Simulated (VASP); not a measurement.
Wanted: the native input for a VASP 6.6.1 run.

```
Task                   : single point
Functional             : r2SCAN
Potentials or basis    : VASP PAW PBE potentials, release 64 (Si, C)
Cutoff                 : 520 eV
k mesh                 : 12 × 12 × 6
Occupations            : gaussian, width 0.05 eV
Spin                   : no spin polarisation
Dipole correction      : no
Further INCAR settings : ALGO = Normal; EDIFF = 1e-07; NBANDS = 16
```

The system is SiC.

```
Si C
1.0
     3.07600    0.00000    0.00000
    -1.53800    2.66389    0.00000
     0.00000    0.00000    5.04800
Si C
2 2
Direct
  0.33333 0.66667 0.01783
  0.66667 0.33333 0.48217
  0.33333 0.66667 0.38084
  0.66667 0.33333 0.88916
```

This cell differs from its parent crystal: mode 6 (566.1 1/cm) frozen in, largest displacement +0.090 Å.

The input as run:

POSCAR

```
SiC
1.0
    3.0759982064      0.0000000000      0.0000000000
   -1.5379991032      2.6638925888      0.0000000000
    0.0000000000      0.0000000000      5.0480000000
Si C
2 2
Direct
    0.3333333333      0.6666666667      0.0178288431
    0.6666666667      0.3333333333      0.4821711569
    0.3333333333      0.6666666667      0.3808360886
    0.6666666667      0.3333333333      0.8891639114
```

INCAR.step1

```
PREC = Accurate ; ENCUT = 520
ISMEAR = 0 ; SIGMA = 0.05
LREAL = F ; LASPH = T
NELM = 100 ; NBANDS = 16
GGA = PE ; ALGO = Normal
EDIFF = 1E-4 ; LWAVE = T
LCHARG = F
```

INCAR.step2

```
PREC = Accurate ; ENCUT = 520
EDIFF = 1E-7 ; ISMEAR = 0
SIGMA = 0.05 ; LREAL = F
LASPH = T ; NELM = 100
ALGO = Normal ; ISIF = 2
LWAVE = F ; LCHARG = F
METAGGA = R2SCAN ; LMIXTAU = T
NBANDS = 16 ; ISTART = 1
```

KPOINTS

```
regular mesh
0
Gamma
  12 12 6
```

Potentials or basis: VASP PAW PBE potentials, release 64 (Si, C).

Run with:

```sh
$ cat potpaw_PBE.64/Si/POTCAR potpaw_PBE.64/C/POTCAR > POTCAR
$ cp INCAR.step1 INCAR
$ mpirun -np 1 vasp_std > vasp.out
$ cp INCAR.step2 INCAR
$ mpirun -np 1 vasp_std > vasp.out
```

Results of the run:

```json
{
 "Pressure": "1.6 GPa",
 "Largest force": "3.345 eV/Å",
 "Band gap on the k mesh": "2.71 eV, indirect (least direct gap 4.26 eV)"
}
```

Caveat: the cell differs from its parent crystal (mode 6 (566.1 1/cm) frozen in, largest displacement +0.090 Å); the PAW data sets were made with another functional, which shifts forces and pressure a little.

It took 100 s on 1 thread of Intel(R) Xeon(R) 6975P-C (Granite Rapids), with other jobs on the host, peak memory 0.19 GiB.
